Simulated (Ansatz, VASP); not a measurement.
# AlN in VASP and in Ansatz

```xyz
4
Lattice="3.0577 0.0000 0.0000 -1.5289 2.6480 0.0000 0.0000 0.0000 4.3504" Properties=species:S:1:pos:R:3 pbc="T T T"
Al    0.0000    1.7654    0.0066
Al    1.5289    0.8827    2.1818
N     0.0000    1.7654    1.6683
N     1.5289    0.8827    3.8435
```

Alike in both runs: task relaxation of the atoms; functional LDA; k mesh 9 × 9 × 6; occupations gaussian, width 0.05 eV; no spin polarisation.

|  | VASP | Ansatz |
| --- | --- | --- |
| version | VASP 6.6.1 | Ansatz 0.2.0 |
| potentials or method | VASP PAW LDA potentials, release 64 (Al, N), cutoff 520 eV | scalar-relativistic, plane waves, PAW |
| valence electrons in the cell | 16 | 16 |

```tsv
	VASP	Ansatz	Ansatz less VASP
gap on the k mesh at the Fermi level, each at its own relaxed structure (eV)	4.67	4.68	+0.017
```

Ansatz warns that its potentials were made for another functional, while VASP's fit it. LDA's correlation is that of Perdew and Zunger in VASP and of Perdew and Wang (1992) in Ansatz. Ansatz's warnings: stress scf threshold loose.
